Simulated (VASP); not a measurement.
Write the native input for VASP 6.6.1 that does the following.

* Task: electric field gradients
* Functional: PBE
* Potentials or basis: VASP PAW PBE potentials, release 64 (Mn_pv, H, As, S, N)
* Cutoff: 520 eV
* k mesh: 5 × 5 × 5
* Occupations: fermi-dirac, width 0.02 eV
* Spin: collinear spin, ferromagnetic start
* Starting moments: [5.0, 0.0, 0.0, 0.0, 0.0, 0.0, 0.0, 0.0, 0.0, 0.0, 0.0, 0.0, 0.0, 0.0, 0.0] μB
* Hubbard terms: Mn d U = 3.9 eV
* Dipole correction: no
* Further INCAR settings: LREAL = Auto; ALGO = Normal; EDIFF = 1e-08; NBANDS = 54

The structure of MnAs3H4S6N lies in POSCAR:

```
MnAs3H4S6N
1.0
    4.5936000000      2.6521161965      3.6179666667
   -4.5936000000      2.6521161965      3.6179666667
    0.0000000000     -5.3042323931      3.6179666667
Mn H As S N
1 4 3 6 1
Direct
    0.7866472816      0.7866472816      0.7866472816
    0.3177277081      0.1206321538      0.1432441962
    0.1432441962      0.3177277081      0.1206321538
    0.1206321538      0.1432441962      0.3177277081
    0.0686876780      0.0686876780      0.0686876780
    0.6864899622      0.2740824663      0.5407117274
    0.5407117274      0.6864899622      0.2740824663
    0.2740824663      0.5407117274      0.6864899622
    0.5752877435      0.4273465291      0.8559638353
    0.8559638353      0.5752877435      0.4273465291
    0.4273465291      0.8559638353      0.5752877435
    0.9603699005      0.1031323979      0.6488369652
    0.6488369652      0.9603699005      0.1031323979
    0.1031323979      0.6488369652      0.9603699005
    0.1638994549      0.1638994549      0.1638994549
```

The input as run:

INCAR

```
SYSTEM = MnAs3H4S6N
  PREC = Accurate
  ENCUT = 520
  EDIFF = 1E-8
  ISMEAR = -1
  SIGMA = 0.02
  LREAL = Auto
  LASPH = .True.
  NELM = 150
  ALGO = Normal
  ISIF = 2
  LWAVE = .False.
  LCHARG = .False.
  ISPIN = 2
  MAGMOM = 5 0 0 0 0 0 0 0 0 0 0 0 0 0 0
  LORBIT = 11
  LMAXMIX = 4
  LDAU = .True.
  LDAUTYPE = 2
  LDAUL = 2 -1 -1 -1 -1
  LDAUU = 3.9 0 0 0 0
  LDAUJ = 0 0 0 0 0
  LDAUPRINT = 1
  GGA = PE
  LEFG = .True.
  NBANDS = 54
  KPAR = 4
```

KPOINTS

```
regular mesh
0
Gamma
  5 5 5
  0 0 0
```

Potentials or basis: VASP PAW PBE potentials, release 64 (Mn_pv, H, As, S, N).

The run is started by

```bash
$ cat potpaw_PBE.64/Mn_pv/POTCAR potpaw_PBE.64/H/POTCAR potpaw_PBE.64/As/POTCAR potpaw_PBE.64/S/POTCAR potpaw_PBE.64/N/POTCAR > POTCAR
$ mpirun -np 4 vasp_std > vasp.out
```

It gave:

```yaml
Pressure: 2.0 GPa
Largest_force: 0.360 eV/Å
Band_gap_on_the_k_mesh: 1.86 eV (least direct gap 1.89 eV)
Net_moment: 5.00 μB per cell
Site_moments: Mn +4.50; H +0.00, -0.00 (each value once); As +0.02; S +0.02, +0.01 (each value once); N +0.00 μB
Largest_electric_field_gradient_by_atom: Mn +9.7; H +26.9, +30.3 (each value once); As -182.7; S -140.9, +174.8 (each value once); N +1.2 V/Å²
Valence_electrons_inside_the_program's_atomic_spheres: Mn 11.32; H 0.67, 0.69 (each value once); As 2.67; S 3.69, 3.72 (each value once); N 4.06
```

Caveat: without QUAD_EFG the Cq values of the log hold for a quadrupole moment of 1 mb, not for the nuclei; a cell with one magnetic atom can't hold antiferromagnetic order, which such compounds often take.

Wall time 6.6 min on 4 MPI ranks on AMD EPYC 7R43 64-Core Processor (Zen 3) (shared host), peak memory 0.65 GiB a rank.
